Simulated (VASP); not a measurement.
# BaTlN (P-6m2) in VASP: further runs

Runs on BaTlN. Level: PBE. Tasks: single point.

All numbers are computed with VASP 6.6.1; they aren't measurements. Logs are shortened: lines on timing, memory, paths and dates and some standing lists are left out, and cuts for length are marked.

## (1) The cell of the first run

It takes space group P-6m2 (No. 187, hexagonal). Conventional cell: a = 4.414 Å, b = 4.414 Å, c = 4.622 Å, α = 90.00°, β = 90.00°, γ = 120.00°. Within 4.7 Å of Ba (site symmetry -6m2) lie 6 Tl at 3.44 Å and 6 N at 3.44 Å and 8 Ba at 4.41 to 4.62 Å. Tl (site symmetry -6m2) has 3 N at 2.55 Å and 6 Ba at 3.44 Å within 3.5 Å. Within 3.5 Å of N (site symmetry -6m2) lie 3 Tl at 2.55 Å and 6 Ba at 3.44 Å.

The cell was generated, and may not be a known phase.

## (2) Single point, PBE

INCAR

```
SYSTEM = BaTlN
ALGO = Normal
EDIFF = 1E-6
ENCUT = 600
GGA = PE
GGA_COMPAT = .False.
ISIF = 2
ISMEAR = 0
LASPH = .True.
LCHARG = .False.
LREAL = .False.
LWAVE = .False.
NBANDS = 21
NELM = 120
PREC = Accurate
SIGMA = 0.15
```

KPOINTS

```
k-points
0
Gamma
  4 4 3
  0 0 0
```

POSCAR

```
BaTlN
1.0
    4.4135996117      0.0000000028      0.0000000000
   -2.2067998083      3.8222893844      0.0000000000
    0.0000000000      0.0000000000      4.6218527779
Ba Tl N
1 1 1
Direct
    0.0000000000      0.0000000000      0.0000000000
    0.6666666667      0.3333333333      0.5000000000
    0.3333333333      0.6666666667      0.5000000000
```

Potentials or basis: VASP PAW PBE potentials, release 64 (Ba_sv, Tl_d, N).

The run is started by

```bash
cat potpaw_PBE.64/Ba_sv/POTCAR potpaw_PBE.64/Tl_d/POTCAR potpaw_PBE.64/N/POTCAR > POTCAR
mpirun -np 1 vasp_std > vasp.out
```

OUTCAR:

```text
SYSTEM = BaTlN
   EDIFF = 1E-6
   ENCUT = 600
   GGA = PE
   ISIF = 2
   ISMEAR = 0
   LASPH = .True.
   LREAL = .False.
   NELM = 120
   PREC = Accurate

 ion  position               nearest neighbor table
   1  0.000  0.000  0.000-   2 3.44   2 3.44   2 3.44   2 3.44   2 3.44   2 3.44
   2  0.667  0.333  0.500-   3 2.55   3 2.55   3 2.55   1 3.44   1 3.44   1 3.44   1 3.44   1 3.44
                             1 3.44
   3  0.333  0.667  0.500-   2 2.55   2 2.55   2 2.55

  LATTYP: Found a hexagonal cell.
 ALAT       =     4.4135996117
 C/A-ratio  =     1.0471844264

  Lattice vectors:

 A1 = (   4.4135996117,   0.0000000028,   0.0000000000)
 A2 = (  -2.2067998083,   3.8222893844,   0.0000000000)
 A3 = (   0.0000000000,   0.0000000000,   4.6218527779)

Analysis of symmetry for initial positions (statically):
=====================================================================
 Subroutine PRICEL returns:
 Original cell was already a primitive cell.

 Routine SETGRP: Setting up the symmetry group for a
 hexagonal supercell.

 Subroutine GETGRP returns: Found 12 space group operations
 (whereof 12 operations were pure point group operations)
 out of a pool of 24 trial point group operations.

The static configuration has the point symmetry D_3h.

Analysis of symmetry for dynamics (positions and initial velocities):
=====================================================================
 Subroutine PRICEL returns:
 Original cell was already a primitive cell.

 Routine SETGRP: Setting up the symmetry group for a
 hexagonal supercell.

 Subroutine GETGRP returns: Found 12 space group operations
 (whereof 12 operations were pure point group operations)
 out of a pool of 24 trial point group operations.

The dynamic configuration has the point symmetry D_3h.

 Subroutine INISYM returns: Found 12 space group operations
 (whereof 12 operations are pure point group operations),
 and found     1 'primitive' translations

----------------------------------------------------------------------------------------

                                     Primitive cell

  volume of cell :      77.9709

  direct lattice vectors                    reciprocal lattice vectors
     4.413599612  0.000000003  0.000000000     0.226572432  0.130811655  0.000000000
    -2.206799808  3.822289384  0.000000000    -0.000000000  0.261623310  0.000000000
     0.000000000  0.000000000  4.621852778     0.000000000  0.000000000  0.216363447

[... 66 lines left out ...]
   ENCUT  =  600.0 eV  44.10 Ry    6.64 a.u.   8.82  8.82  9.23*2*pi/ulx,y,z
   NELM   =    120;   NELMIN=  2; NELMDL= -5     # of ELM steps
   EDIFF  = 0.1E-05   stopping-criterion for ELM
   LREAL  =      F    real-space projection
   EDIFFG = 0.1E-04   stopping-criterion for IOM
   NSW    =      0    number of steps for IOM
   IBRION =     -1    ionic relax: 0-MD 1-quasi-New 2-CG
   NFREE  =      0    steps in history (QN), initial steepest desc. (CG)
   ISIF   =      2    stress and relaxation
   ISYM   =      2    0-nonsym 1-usesym 2-fastsym
   POTIM  = 0.5000    time-step for ionic-motion
   TEBEG  =    0.0;   TEEND  =   0.0 temperature during run
   PSTRESS=    0.0 pullay stress
   NELECT =      28.0000    total number of electrons
   NUPDOWN=      -1.0000    fix difference up-down
   EMIN   =  10.00;   EMAX   =-10.00  energy-range for DOS
   EFERMI =   0.00;   METHOD = LEGACY
   ISMEAR =     0;   SIGMA  =   0.15  broadening in eV -4-tet -1-fermi 0-gaus
   EFERMI_NEDOS =   21; number of points for ismear=-14 and -15
   IALGO  =     38    algorithm
   IMIX   =      4    mixing-type and parameters
     AMIX     =   0.40;   BMIX     =  1.00
     AMIX_MAG =   1.60;   BMIX_MAG =  1.00
  volume/ion in A,a.u.               =      25.99       175.39
  Fermi-wavevector in a.u.,A,eV,Ry     =   1.163635  2.198951 18.422908  1.354046
  Thomas-Fermi vector in A             =   2.300182
   LORBIT       =      0    0 simple, 1 ext, 2 COOP (PROOUT), +10 PAW based schemes
   GGA     = PE    functional components
   LHFCALC =     F    Hartree Fock is set to
   AEXX    =    0.0000 exact exchange contribution
   IVDW    =     0    specifies the selected vdW correction
   LEPSILON=     F    determine dielectric tensor
   LRPA    =     F    only Hartree local field effects (RPA)
 non-spin polarized calculation
 Gauss-broadening in eV      SIGMA  =   0.15
  energy-cutoff  :      600.00
  volume of cell :       77.97
 maximum number of plane-waves:      2616
 NGX is ok and might be reduce to    36
   NGX = 17   NGY = 17   NGZ = 19

 number of electron      27.9999999 magnetization

 Free energy of the ion-electron system (eV)
  ---------------------------------------------------
  ext. energy  EPLUGINS =         0.00000000
  ---------------------------------------------------
  free energy    TOTEN  =       -11.44042434 eV

  energy without entropy =      -11.43682749  energy(sigma->0) =      -11.43862592

 E-fermi :   4.2531     XC(G=0):  -9.5506

 val. band max:        4.0115903281   @ k =   0.2500   0.2500   0.3333
 cond. band min:       4.4683321350   @ k =   0.2500   0.2500   0.0000
 fundamental gap:      0.4567418069
 Fermi energy:         4.2531436568

 k-point     1 :       0.0000    0.0000    0.0000
  band No.  band energies     occupation
      1     -23.8591      2.00000
      2      -9.0838      2.00000
      3      -8.9490      2.00000
      4      -8.9490      2.00000
      5      -8.8856      2.00000
      6      -6.9895      2.00000
[... 181 lines left out ...]
     20      10.0662      0.00000
     21      10.4155      0.00000

------------------------ aborting loop because EDIFF is reached ----------------------------------------

  FORCE on cell =-STRESS in cart. coord.  units (eV):
  Direction    XX          YY          ZZ          XY          YZ          ZX
  --------------------------------------------------------------------------------------
  -------------------------------------------------------------------------------------
  Total       -0.0349680     -0.0349680      0.0700389      0.0000000     -0.0000000      0.0000000
  in kB       -0.7185373     -0.7185373      1.4391878      0.0000000     -0.0000000      0.0000000
  external PRESSURE =       0.0007044 kB  Pullay stress =       0.0000000 kB

 VOLUME and BASIS-vectors are now :
 -----------------------------------------------------------------------------
  energy-cutoff  :      600.00
  volume of cell :       77.97
      direct lattice vectors                 reciprocal lattice vectors
     4.413599612  0.000000003  0.000000000     0.226572432  0.130811655  0.000000000
    -2.206799808  3.822289384  0.000000000    -0.000000000  0.261623310  0.000000000
     0.000000000  0.000000000  4.621852778     0.000000000  0.000000000  0.216363447

 POSITION                                       TOTAL-FORCE (eV/Angst)
 -----------------------------------------------------------------------------------
      0.00000      0.00000      0.00000         0.000000     -0.000000      0.000000
      2.20680      1.27410      2.31093        -0.000000      0.000000      0.000000
     -0.00000      2.54819      2.31093         0.000000      0.000000      0.000000
 -----------------------------------------------------------------------------------
    total drift:                                0.000000     -0.000000     -0.000000

  FREE ENERGIE OF THE ION-ELECTRON SYSTEM (eV)
  ---------------------------------------------------
  free  energy   TOTEN  =       -11.4404243430 eV

  energy  without entropy=      -11.4368274886  energy(sigma->0) =      -11.43862592
```

stdout:

```text
POSCAR found type information on POSCAR BaTlN
 POSCAR found :  3 types and       3 ions
 scaLAPACK will be used
 LDA part: xc-table for (Slater+PW92), standard interpolation
 POSCAR, INCAR and KPOINTS ok, starting setup
 FFT: planning ... GRIDC
 FFT: planning ... GRID_SOFT
 FFT: planning ... GRID
 WAVECAR not read
 entering main loop
```

Wall time 15 s (1 thread of Intel Xeon Platinum 8375C at 2.90GHz (Ice Lake), shared host); peak memory 0.23 GiB.

What came out:

```yaml
Free_energy: -11.4404 eV
Pressure: 0.0 GPa
Band_gap_on_the_k_mesh: zero (bands 14 and 15 overlap by 0.50 eV)
```

Stress tensor (GPa, compression positive):
```
-0.07  0.00  0.00
 0.00 -0.07  0.00
 0.00  0.00  0.14
```

Caveat: the k points lie up to 0.45 Å⁻¹ apart, too coarse for converged energies and pressures of a metal; spin-orbit coupling is left out, which moves the levels of the heavy elements.

## (3) Single point, PBE

This run uses another cell than the first one, of 25.92 Å³/atom.

INCAR

```
ALGO = Normal
EDIFF = 1E-6
ENCUT = 600
GGA = PE
GGA_COMPAT = False
ISIF = 2
ISMEAR = 0
LASPH = True
LCHARG = False
LREAL = False
LWAVE = False
NBANDS = 21
NELM = 120
PREC = Accurate
SIGMA = 0.15
```

KPOINTS

```
k-points
0
Gamma
  4 4 3
```

POSCAR

```
BaTlN
1.0
    4.4156059666      0.0000000000      0.0000000000
   -2.2078029833      3.8240269402      0.0000000000
    0.0000000000      0.0000000000      4.6057878764
Ba Tl N
1 1 1
Direct
    0.6666666667      0.3333333333      0.0000000000
    0.3333333333      0.6666666667      0.5000000000
    0.0000000000      0.0000000000      0.5000000000
```

Potentials or basis: VASP PAW PBE potentials, release 64 (Ba_sv, Tl_d, N).

The run is started by

```bash
cat potpaw_PBE.64/Ba_sv/POTCAR potpaw_PBE.64/Tl_d/POTCAR potpaw_PBE.64/N/POTCAR > POTCAR
mpirun -np 1 vasp_std > vasp.out
```

OUTCAR:

```text
EDIFF = 1E-6
   ENCUT = 600
   GGA = PE
   ISIF = 2
   ISMEAR = 0
   LASPH = True
   LREAL = False
   NELM = 120
   PREC = Accurate

 ion  position               nearest neighbor table
   1  0.667  0.333  0.000-   2 3.44   2 3.44   2 3.44   2 3.44   2 3.44   2 3.44
   2  0.333  0.667  0.500-   3 2.55   3 2.55   3 2.55   1 3.44   1 3.44   1 3.44   1 3.44   1 3.44
                             1 3.44
   3  0.000  0.000  0.500-   2 2.55   2 2.55   2 2.55

  LATTYP: Found a hexagonal cell.
 ALAT       =     4.4156059666
 C/A-ratio  =     1.0430703988

  Lattice vectors:

 A1 = (   4.4156059666,   0.0000000000,   0.0000000000)
 A2 = (  -2.2078029833,   3.8240269402,   0.0000000000)
 A3 = (   0.0000000000,   0.0000000000,   4.6057878764)

Analysis of symmetry for initial positions (statically):
=====================================================================
 Subroutine PRICEL returns:
 Original cell was already a primitive cell.

 Routine SETGRP: Setting up the symmetry group for a
[... 149 lines left out ...]
  ---------------------------------------------------
  free energy    TOTEN  =       -11.43991015 eV

  energy without entropy =      -11.43629175  energy(sigma->0) =      -11.43810095

 E-fermi :   4.2638     XC(G=0):  -9.5626

 val. band max:        4.0221159816   @ k =   0.2500   0.2500   0.3333
 cond. band min:       4.4769449708   @ k =   0.2500   0.2500   0.0000
 fundamental gap:      0.4548289892
 Fermi energy:         4.2637887292

 k-point     1 :       0.0000    0.0000    0.0000
  band No.  band energies     occupation
      1     -23.8346      2.00000
      2      -9.0590      2.00000
      3      -8.9280      2.00000
      4      -8.9280      2.00000
      5      -8.8682      2.00000
      6      -6.9820      2.00000
[... 181 lines left out ...]
     20      10.0839      0.00000
     21      10.4472      0.00000

------------------------ aborting loop because EDIFF is reached ----------------------------------------

  FORCE on cell =-STRESS in cart. coord.  units (eV):
  Direction    XX          YY          ZZ          XY          YZ          ZX
  --------------------------------------------------------------------------------------
  -------------------------------------------------------------------------------------
  Total       -0.0149377     -0.0149377      0.1699646      0.0000000      0.0000000      0.0000000
  in kB       -0.3077365     -0.3077365      3.5014976      0.0000000      0.0000000      0.0000000
  external PRESSURE =       0.9620082 kB  Pullay stress =       0.0000000 kB

 VOLUME and BASIS-vectors are now :
 -----------------------------------------------------------------------------
  energy-cutoff  :      600.00
  volume of cell :       77.77
      direct lattice vectors                 reciprocal lattice vectors
     4.415605967  0.000000000  0.000000000     0.226469483  0.130752217  0.000000000
    -2.207802983  3.824026940  0.000000000     0.000000000  0.261504434  0.000000000
     0.000000000  0.000000000  4.605787876     0.000000000  0.000000000  0.217118119

 POSITION                                       TOTAL-FORCE (eV/Angst)
 -----------------------------------------------------------------------------------
      2.20780      1.27468      0.00000        -0.000000     -0.000000      0.000000
     -0.00000      2.54935      2.30289         0.000000     -0.000000      0.000000
      0.00000      0.00000      2.30289        -0.000000      0.000000      0.000000
 -----------------------------------------------------------------------------------
    total drift:                                0.000000     -0.000000     -0.000000

  FREE ENERGIE OF THE ION-ELECTRON SYSTEM (eV)
  ---------------------------------------------------
  free  energy   TOTEN  =       -11.4399101489 eV

  energy  without entropy=      -11.4362917459  energy(sigma->0) =      -11.43810095
```

OSZICAR:

```text
N       E                     dE             d eps       ncg     rms          rms(c)
DAV:   1     0.178331509387E+03    0.17833E+03   -0.15336E+04   336   0.137E+03
DAV:   2    -0.351496231985E+01   -0.18185E+03   -0.17552E+03   413   0.284E+02
DAV:   3    -0.136225195917E+02   -0.10108E+02   -0.99645E+01   415   0.618E+01
DAV:   4    -0.138727076339E+02   -0.25019E+00   -0.24991E+00   460   0.818E+00
DAV:   5    -0.138788080820E+02   -0.61004E-02   -0.61002E-02   415   0.113E+00    0.103E+01
DAV:   6    -0.139217770132E+02   -0.42969E-01   -0.53525E+01   413   0.238E+01    0.119E+01
DAV:   7    -0.114056238428E+02    0.25162E+01   -0.69080E+00   481   0.109E+01    0.399E+00
DAV:   8    -0.114521265267E+02   -0.46503E-01   -0.12994E+00   351   0.534E+00    0.167E+00
DAV:   9    -0.114391933478E+02    0.12933E-01   -0.10000E-01   387   0.154E+00    0.493E-01
DAV:  10    -0.114403217688E+02   -0.11284E-02   -0.92528E-03   391   0.621E-01    0.246E-01
DAV:  11    -0.114398433305E+02    0.47844E-03   -0.30046E-03   399   0.229E-01    0.747E-02
DAV:  12    -0.114399203745E+02   -0.77044E-04   -0.36759E-04   356   0.120E-01    0.383E-02
DAV:  13    -0.114399118219E+02    0.85526E-05   -0.17916E-05   407   0.230E-02    0.171E-02
DAV:  14    -0.114399101246E+02    0.16973E-05   -0.89845E-06   359   0.198E-02    0.451E-03
DAV:  15    -0.114399101489E+02   -0.24299E-07   -0.45311E-07   188   0.466E-03
   1 F= -.11439910E+02 E0= -.11438101E+02  d E =-.361840E-02
```

Run time: 14 s. Hardware: 1 thread of Intel Xeon Platinum 8375C at 2.90GHz (Ice Lake), shared host; peak memory 0.22 GiB.

What came out:

```
Free energy            : -11.4399 eV
Pressure               : 0.1 GPa
Band gap on the k mesh : zero (bands 14 and 15 overlap by 0.50 eV)
```

Stress tensor (GPa, compression positive):
```
-0.03  0.00  0.00
 0.00 -0.03  0.00
 0.00  0.00  0.35
```

Levels at points of the mesh, in eV from the Fermi level:
```
           k point  band 10  band 11  band 12  band 13  band 14  band 15  band 16  band 17  band 18  band 19
(0.00, 0.00, 0.00)   -11.07    -4.93    -1.61    -1.61    -1.42     0.67     2.56     2.56     4.06     4.37
(0.50, 0.00, 0.00)   -10.61    -6.34    -2.12    -1.55    -0.80     1.53     1.72     2.48     4.06     4.60
```

Caveat: the k points lie up to 0.45 Å⁻¹ apart; spin-orbit coupling is left out, which moves the levels of the heavy elements.

(Part 1 of 2 ends here.)

The gap in the log of VASP goes by the Fermi energy; the results here count the filled bands.